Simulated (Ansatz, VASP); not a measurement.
**Two plane-wave programs on Ru**

```
Ru
1.0
     0.00000    1.91500    1.91500
     1.91500    0.00000    1.91500
     1.91500    1.91500    0.00000
Ru
1
Direct
  0.00000 0.00000 0.00000
```

Alike in both runs: functional PBEsol; dispersion D4; k mesh 12 × 12 × 12; occupations fermi-dirac, width 0.1 eV; non-collinear spin, spin-orbit coupling.

```csv
,VASP,Ansatz
version,VASP 6.6.1,Ansatz 0.2.0
potentials or method,"VASP PAW PBE potentials, release 64 (Ru_pv)",Ansatz PAW
plane-wave cutoff (eV),500,420
valence electrons in the cell,14,16
task,single point,atomic charges
```

|  | VASP | Ansatz | Ansatz less VASP |
| --- | --- | --- | --- |
| pressure (GPa) | -17.6 | -17.6 | 0.00 |
| net moment per atom (μB) | 0.00 | 0.00 | 0.000 |

VASP's potentials were made for PBE, not for PBEsol. VASP's potentials hold 14 valence electrons a cell and Ansatz's 16, so a difference there can come from the potentials and not from the codes.
